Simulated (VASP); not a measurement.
**P: single point with PBE**

P:

```
P
1.0
    -1.43164    1.43164    1.43164
     1.43164   -1.43164    1.43164
     1.43164    1.43164   -1.43164
P
1
Cartesian
  0.0000 0.0000 0.0000
```

This isn't the form of P at room conditions, which is orthorhombic.

```yaml
Program: VASP 6.6.1
Task: single point
Functional: PBE
Potentials_or_basis: VASP PAW PBE potentials, release 64 (P)
Cutoff: 520 eV
k_mesh: 18 × 18 × 18
Occupations: fermi-dirac, width 0.08 eV
Spin: no spin polarisation
Dipole_correction: no
Further_INCAR_settings: ALGO = Normal; EDIFF = 1e-07; NBANDS = 8
```

```json
{
  "Pressure": "26.4 GPa",
  "Band gap on the k mesh": "zero (an odd number of electrons rules out a gap without spin polarisation)"
}
```

Levels at points of the mesh, in eV from the Fermi level:
```
           k point  band 1  band 2  band 3  band 4  band 5  band 6
(0.00, 0.00, 0.00)  -18.74    9.18    9.18    9.18   12.42   12.42
(0.50, 0.00, 0.00)  -10.74   -9.62    3.11    6.34    7.01    9.00
(0.50, 0.50, 0.50)   -3.19   -3.19   -3.19   -2.65    1.26    1.26
```

Wall time 5.8 s on 1 thread of Intel(R) Xeon(R) 6975P-C (Granite Rapids) (shared host), peak memory 0.12 GiB.

Caveat: the cell stands under pressure.
